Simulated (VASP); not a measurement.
# HfB10 (P4/mmm) in VASP: further runs

Runs on HfB10. Level: PBE. Tasks: relaxation of cell and atoms, single point.

Everything below comes from runs of VASP 6.6.1. Logs are shortened: lines on timing, memory, paths and dates and some standing lists are left out, and cuts for length are marked.

### 1 The cell of the first run

It takes space group P4/mmm (No. 123, tetragonal). Conventional cell: a = 4.628 Å, b = 4.628 Å, c = 4.010 Å, α = 90.00°, β = 90.00°, γ = 90.00°. Hf (site symmetry 4/mmm) has 8 B at 1.71 Å within 2.3 Å. Within 1.9 Å of B (site symmetry m) lie 3 B at 1.41 to 1.57 Å and 1 Hf at 1.71 Å. Within 1.9 Å of B (site symmetry 4mm) lie 1 B at 1.39 Å.

The cell was built from a structure type or drawn by symmetry, and may not be a known phase.

### 2 Relaxation of cell and atoms, PBE

File INCAR:

```
SYSTEM = HfB10
ALGO     = Normal         ! electronic algorithm
EDIFF    = 1E-6           ! SCF threshold, eV
EDIFFG   = -0.04          ! ionic threshold
ENCUT    = 600            ! plane-wave cutoff, eV
GGA      = PE             ! functional
IBRION   = 2              ! ionic algorithm
ISIF     = 3              ! what is computed and relaxed
ISMEAR   = 0              ! smearing method
LASPH    = .True.         ! aspherical terms in the spheres
LCHARG   = .False.        ! write CHGCAR
LREAL    = .False.        ! projectors in reciprocal space
LWAVE    = .False.        ! write WAVECAR
NELM     = 100            ! most SCF steps
NSW      = 90             ! ionic steps
PREC     = Accurate       ! precision mode
SIGMA    = 0.1            ! smearing width, eV
```

File KPOINTS:

```
k-points
0
Gamma
  4 4 4
  0 0 0
```

File POSCAR:

```
HfB10
1.0
    4.6283186800      0.0000000000      0.0000000000
    0.0000000000      4.6283186800      0.0000000000
    0.0000000000      0.0000000000      4.0101521700
Hf B
1 10
Direct
    0.0000000000      0.0000000000      0.0000000000
    0.2394786600      0.0000000000      0.6763340100
    0.7605213400      0.0000000000      0.6763340100
    0.0000000000      0.2394786600      0.6763340100
    0.0000000000      0.7605213400      0.6763340100
    0.7605213400      0.0000000000      0.3236659900
    0.2394786600      0.0000000000      0.3236659900
    0.0000000000      0.2394786600      0.3236659900
    0.0000000000      0.7605213400      0.3236659900
    0.5000000000      0.5000000000      0.3272686600
    0.5000000000      0.5000000000      0.6727313400
```

Potentials or basis: VASP PAW PBE potentials, release 64 (Hf_pv, B).

On the command line:

```
> cat potpaw_PBE.64/Hf_pv/POTCAR potpaw_PBE.64/B/POTCAR > POTCAR
> mpirun -np 1 vasp_std > vasp.out
```

OUTCAR:

```text
SYSTEM = HfB10
   EDIFF = 1E-6
   EDIFFG = -0.04
   ENCUT = 600
   GGA = PE
   IBRION = 2
   ISIF = 3
   ISMEAR = 0
   LASPH = .True.
   LREAL = .False.
   NELM = 100
   NSW = 90
   PREC = Accurate

 ion  position               nearest neighbor table
   1  0.000  0.000  0.000-   2 1.71   3 1.71   4 1.71   5 1.71   6 1.71   7 1.71   8 1.71   9 1.71
                             2 2.93   3 2.93   4 2.93   5 2.93   6 2.93   7 2.93   8 2.93   9 2.93
   2  0.239  0.000  0.676-   7 1.41   5 1.57   4 1.57   1 1.71   8 2.11   9 2.11   1 2.93
   3  0.761  0.000  0.676-   6 1.41   5 1.57   4 1.57   1 1.71   8 2.11   9 2.11   1 2.93
   4  0.000  0.239  0.676-   8 1.41   3 1.57   2 1.57   1 1.71   7 2.11   6 2.11   1 2.93
   5  0.000  0.761  0.676-   9 1.41   3 1.57   2 1.57   1 1.71   7 2.11   6 2.11   1 2.93
   6  0.761  0.000  0.324-   3 1.41   8 1.57   9 1.57   1 1.71   4 2.11   5 2.11   1 2.93
   7  0.239  0.000  0.324-   2 1.41   8 1.57   9 1.57   1 1.71   4 2.11   5 2.11   1 2.93
   8  0.000  0.239  0.324-   4 1.41   6 1.57   7 1.57   1 1.71   3 2.11   2 2.11   1 2.93
   9  0.000  0.761  0.324-   5 1.41   6 1.57   7 1.57   1 1.71   3 2.11   2 2.11   1 2.93
  10  0.500  0.500  0.327-  11 1.39
  11  0.500  0.500  0.673-  10 1.39

  LATTYP: Found a simple tetragonal cell.
 ALAT       =     4.6283186800
 C/A-ratio  =     0.8664382138

  Lattice vectors:

 A1 = (   4.6283186800,   0.0000000000,   0.0000000000)
 A2 = (   0.0000000000,   4.6283186800,   0.0000000000)
 A3 = (   0.0000000000,   0.0000000000,   4.0101521700)

Analysis of symmetry for initial positions (statically):
=====================================================================
 Subroutine PRICEL returns:
 Original cell was already a primitive cell.

 Routine SETGRP: Setting up the symmetry group for a
 simple tetragonal supercell.

 Subroutine GETGRP returns: Found 16 space group operations
 (whereof 16 operations were pure point group operations)
 out of a pool of 16 trial point group operations.

The static configuration has the point symmetry D_4h.

Analysis of symmetry for dynamics (positions and initial velocities):
=====================================================================
 Subroutine PRICEL returns:
 Original cell was already a primitive cell.

 Routine SETGRP: Setting up the symmetry group for a
 simple tetragonal supercell.

 Subroutine GETGRP returns: Found 16 space group operations
 (whereof 16 operations were pure point group operations)
 out of a pool of 16 trial point group operations.

The dynamic configuration has the point symmetry D_4h.

 Subroutine INISYM returns: Found 16 space group operations
 (whereof 16 operations are pure point group operations),
 and found     1 'primitive' translations

----------------------------------------------------------------------------------------

                                     Primitive cell

  volume of cell :      85.9028

  direct lattice vectors                    reciprocal lattice vectors
     4.628318680  0.000000000  0.000000000     0.216061181  0.000000000  0.000000000
     0.000000000  4.628318680  0.000000000     0.000000000  0.216061181  0.000000000
     0.000000000  0.000000000  4.010152170     0.000000000  0.000000000  0.249367096

  length of vectors
     4.628318680  4.628318680  4.010152170     0.216061181  0.216061181  0.249367096

  position of ions in fractional coordinates (direct lattice)
     0.000000000  0.000000000  0.000000000
     0.239478660  0.000000000  0.676334010
     0.760521340  0.000000000  0.676334010
     0.000000000  0.239478660  0.676334010
     0.000000000  0.760521340  0.676334010
     0.760521340  0.000000000  0.323665990
     0.239478660  0.000000000  0.323665990
     0.000000000  0.239478660  0.323665990
     0.000000000  0.760521340  0.323665990
     0.500000000  0.500000000  0.327268660
     0.500000000  0.500000000  0.672731340

  ion indices of the primitive-cell ions
   primitive index   ion index
                 1           1
                 2           2
                 3           3
                 4           4
                 5           5
                 6           6
                 7           7
                 8           8
                 9           9
                10          10
                11          11

----------------------------------------------------------------------------------------

 KPOINTS: k-points

Automatic generation of k-mesh.
 Grid dimensions read from file:
 generate k-points for:    4    4    4

 Generating k-lattice:

  Cartesian coordinates                     Fractional coordinates (reciprocal lattice)
     0.054015295  0.000000000  0.000000000     0.250000000  0.000000000  0.000000000
     0.000000000  0.054015295  0.000000000     0.000000000  0.250000000  0.000000000
     0.000000000  0.000000000  0.062341774     0.000000000  0.000000000  0.250000000

  Length of vectors
     0.054015295  0.054015295  0.062341774

  Shift w.r.t. Gamma in fractional coordinates (k-lattice)
     0.000000000  0.000000000  0.000000000

 Subroutine IBZKPT returns following result:
 ===========================================

 Found     18 irreducible k-points:

 Following reciprocal coordinates:
            Coordinates               Weight
  0.000000  0.000000  0.000000      1.000000
  0.250000  0.000000  0.000000      4.000000
  0.500000  0.000000  0.000000      2.000000
  0.250000  0.250000  0.000000      4.000000
  0.500000  0.250000  0.000000      4.000000
  0.500000  0.500000  0.000000      1.000000
[... 10 lines left out ...]
  0.500000  0.250000  0.500000      4.000000
  0.500000  0.500000  0.500000      1.000000
   k-points           NKPTS =     18   k-points in BZ     NKDIM =     18   number of bands    NBANDS=     26
   number of dos      NEDOS =    301   number of ions     NIONS =     11
   total plane-waves  NPLWV =  51200
   dimension x,y,z NGX =    40 NGY =   40 NGZ =   32
   dimension x,y,z NGXF=    80 NGYF=   80 NGZF=   64
   ions per type =               1  10
   NGX,Y,Z   is equivalent  to a cutoff of  14.37, 14.37, 13.27 a.u.
   NGXF,Y,Z  is equivalent  to a cutoff of  28.74, 28.74, 26.53 a.u.
 SYSTEM =  HfB10
   PREC   = accura    normal or accurate (medium, high low for compatibility)
   ISTART =      0    job   : 0-new  1-cont  2-samecut
   ICHARG =      2    charge: 1-file 2-atom 10-const
   ISPIN  =      1    spin polarized calculation?
   LNONCOLLINEAR =      F non collinear calculations
   LSORBIT =      F    spin-orbit coupling
   LASPH  =      T    aspherical Exc in radial PAW
   ENCUT  =  600.0 eV  44.10 Ry    6.64 a.u.   9.24  9.24  8.01*2*pi/ulx,y,z
   NELM   =    100;   NELMIN=  2; NELMDL= -5     # of ELM steps
   EDIFF  = 0.1E-05   stopping-criterion for ELM
   LREAL  =      F    real-space projection
   EDIFFG = -.4E-01   stopping-criterion for IOM
   NSW    =     90    number of steps for IOM
   IBRION =      2    ionic relax: 0-MD 1-quasi-New 2-CG
   NFREE  =      1    steps in history (QN), initial steepest desc. (CG)
   ISIF   =      3    stress and relaxation
   ISYM   =      2    0-nonsym 1-usesym 2-fastsym
   POTIM  = 0.5000    time-step for ionic-motion
   TEBEG  =    0.0;   TEEND  =   0.0 temperature during run
   PSTRESS=    0.0 pullay stress
   NELECT =      40.0000    total number of electrons
   NUPDOWN=      -1.0000    fix difference up-down
   EMIN   =  10.00;   EMAX   =-10.00  energy-range for DOS
   EFERMI =   0.00;   METHOD = LEGACY
   ISMEAR =     0;   SIGMA  =   0.10  broadening in eV -4-tet -1-fermi 0-gaus
   EFERMI_NEDOS =   21; number of points for ismear=-14 and -15
   IALGO  =     38    algorithm
   IMIX   =      4    mixing-type and parameters
     AMIX     =   0.40;   BMIX     =  1.00
     AMIX_MAG =   1.60;   BMIX_MAG =  1.00
  volume/ion in A,a.u.               =       7.81        52.70
  Fermi-wavevector in a.u.,A,eV,Ry     =   1.268895  2.397864 21.906668  1.610095
  Thomas-Fermi vector in A             =   2.401965
   LORBIT       =      0    0 simple, 1 ext, 2 COOP (PROOUT), +10 PAW based schemes
   GGA     = PE    functional components
   LHFCALC =     F    Hartree Fock is set to
   AEXX    =    0.0000 exact exchange contribution
   IVDW    =     0    specifies the selected vdW correction
   LEPSILON=     F    determine dielectric tensor
   LRPA    =     F    only Hartree local field effects (RPA)
 conjugate gradient relaxation of ions
 non-spin polarized calculation
 Gauss-broadening in eV      SIGMA  =   0.10
  energy-cutoff  :      600.00
  volume of cell :       85.90
 maximum number of plane-waves:      2928
 NGX is ok and might be reduce to    40
   NGX = 19   NGY = 19   NGZ = 17

--------------------------------------- Ionic step        1  -------------------------------------------

 number of electron      40.0000000 magnetization

 Free energy of the ion-electron system (eV)
  ---------------------------------------------------
  ext. energy  EPLUGINS =         0.00000000
  ---------------------------------------------------
  free energy    TOTEN  =       -27.11154875 eV

  energy without entropy =      -27.09527703  energy(sigma->0) =      -27.10341289

------------------------ aborting loop because EDIFF is reached ----------------------------------------

  FORCE on cell =-STRESS in cart. coord.  units (eV):
  Direction    XX          YY          ZZ          XY          YZ          ZX
  --------------------------------------------------------------------------------------
  -------------------------------------------------------------------------------------
  Total       52.7604045     52.7604045    157.7790697      0.0000000      0.0000000      0.0000000
  in kB      984.0367947    984.0367947   2942.7448734      0.0000000      0.0000000      0.0000000
  external PRESSURE =    1636.9394876 kB  Pullay stress =       0.0000000 kB
[... 1174 lines left out ...]
  FREE ENERGIE OF THE ION-ELECTRON SYSTEM (eV)
  ---------------------------------------------------
  free  energy   TOTEN  =       -58.4606024757 eV

  energy  without entropy=      -58.4173481610  energy(sigma->0) =      -58.43897532

[... ionic steps 4 to 30 ...]

--------------------------------------- Ionic step       31  -------------------------------------------

 number of electron      40.0000000 magnetization

------------------------ aborting loop because EDIFF is reached ----------------------------------------

  FORCE on cell =-STRESS in cart. coord.  units (eV):
  Direction    XX          YY          ZZ          XY          YZ          ZX
  --------------------------------------------------------------------------------------
  -------------------------------------------------------------------------------------
  Total        0.0607546      0.0607546      0.0461999      0.0000000     -0.0000000      0.0000000
  in kB        0.9559279      0.9559279      0.7269213      0.0000000     -0.0000000      0.0000000
  external PRESSURE =       0.8795923 kB  Pullay stress =       0.0000000 kB
[... 75 lines left out ...]
  energy  without entropy=      -67.3648955326  energy(sigma->0) =      -67.37787976

--------------------------------------- Ionic step       33  -------------------------------------------

 number of electron      40.0000000 magnetization

 Free energy of the ion-electron system (eV)
  ---------------------------------------------------
  ext. energy  EPLUGINS =         0.00000000
  ---------------------------------------------------
  free energy    TOTEN  =       -67.39117271 eV

  energy without entropy =      -67.36524342  energy(sigma->0) =      -67.37820806

 E-fermi :   5.4308     XC(G=0): -11.2780

 val. band max:        5.4251679121   @ k =   0.5000   0.5000   0.0000
 cond. band min:       5.4484604085   @ k =   0.5000   0.0000   0.0000
 fundamental gap:      0.0232924965
 Fermi energy:         5.4308309792

 k-point     1 :       0.0000    0.0000    0.0000
  band No.  band energies     occupation
      1     -25.7418      2.00000
      2     -25.7418      2.00000
      3     -25.6399      2.00000
      4      -9.2939      2.00000
      5      -4.8941      2.00000
      6      -4.4953      2.00000
[... 549 lines left out ...]
  FREE ENERGIE OF THE ION-ELECTRON SYSTEM (eV)
  ---------------------------------------------------
  free  energy   TOTEN  =       -67.3911727139 eV

  energy  without entropy=      -67.3652434154  energy(sigma->0) =      -67.37820806

 reached required accuracy - stopping structural energy minimisation
```

Wall time 19 min (1 thread of Intel Xeon Platinum 8375C at 2.90GHz (Ice Lake), shared host); peak memory 0.26 GiB.

What came out:

| Item | Value |
| --- | --- |
| Free energy | -67.3912 eV |
| Relaxed volume | 9.26 Å³/atom |
| Relaxed cell | a = 4.119 Å, b = 4.119 Å, c = 6.003 Å, α = 90.00°, β = 90.00°, γ = 90.00° |
| Space group after relaxing (to 0.1 Å) | P4/mmm (No. 123) |
| Pressure after relaxing | 0.0 GPa |
| Largest force after relaxing | 0.028 eV/Å |
| Band gap on the k mesh | zero (bands 20 and 21 overlap by 2.42 eV) |

Forces on the atoms (eV/Å):
```
Hf   0.000  0.000  0.000
B   -0.012  0.000 -0.025
B    0.012  0.000 -0.025
B    0.000 -0.012 -0.025
B    0.000  0.012 -0.025
B    0.012  0.000  0.025
B   -0.012  0.000  0.025
B    0.000 -0.012  0.025
B    0.000  0.012  0.025
B    0.000  0.000 -0.007
B    0.000  0.000  0.007
```

Final structure:
```
Hf B
1.0
     4.11933    0.00000    0.00000
     0.00000    4.11933    0.00000
     0.00000    0.00000    6.00311
Hf B
1 10
Direct
  0.00000 0.00000 0.00000
  0.30122 0.00000 0.65238
  0.69878 0.00000 0.65238
  0.00000 0.30122 0.65238
  0.00000 0.69878 0.65238
  0.69878 0.00000 0.34762
  0.30122 0.00000 0.34762
  0.00000 0.30122 0.34762
  0.00000 0.69878 0.34762
  0.50000 0.50000 0.13476
  0.50000 0.50000 0.86524
```

Caveat: the k points lie up to 0.38 Å⁻¹ apart in the final cell, too coarse for converged energies and pressures of a metal; the volume moved by over 15 % at a fixed basis, so the end points are rough; spin-orbit coupling is left out, which moves the levels of the heavy elements.

(Continued in part 2 of 2.)
